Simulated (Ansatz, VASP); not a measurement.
## One calculation of KF, two programs

```
K F
1.0
     2.45959    0.00000    0.00000
     0.00000    2.45959    0.00000
     0.00000    0.00000    2.45959
K F
1 1
Direct
  0.00000 0.00000 0.00000
  0.50000 0.50000 0.50000
```

Change from the starting cell: volume scaled by 0.43, PAW files.

Alike in both runs: task single point; functional PBE; k mesh 14 × 14 × 14; occupations fermi-dirac, width 0.05 eV; no spin polarisation.

```csv
,VASP,Ansatz
version,VASP 6.6.1,Ansatz 0.2.0
potentials or method,"VASP PAW PBE potentials, release 64 (K_sv, F)","PAW with Ansatz's default frozen-core files, scalar-relativistic"
plane-wave cutoff (eV),520,420
valence electrons in the cell,16,16
```

Ansatz gave:

* gap on the k mesh at the Fermi level (eV): 6.90
* pressure (GPa): 214.7

Problem. What did VASP give for the same quantities?

Solution. gap on the k mesh at the Fermi level (eV): 6.86; pressure (GPa): 225.2.

Both programs put the cell under a high pressure, so it lies far from rest at this level.

Noted on VASP's run: the cell as given lies far from equilibrium.
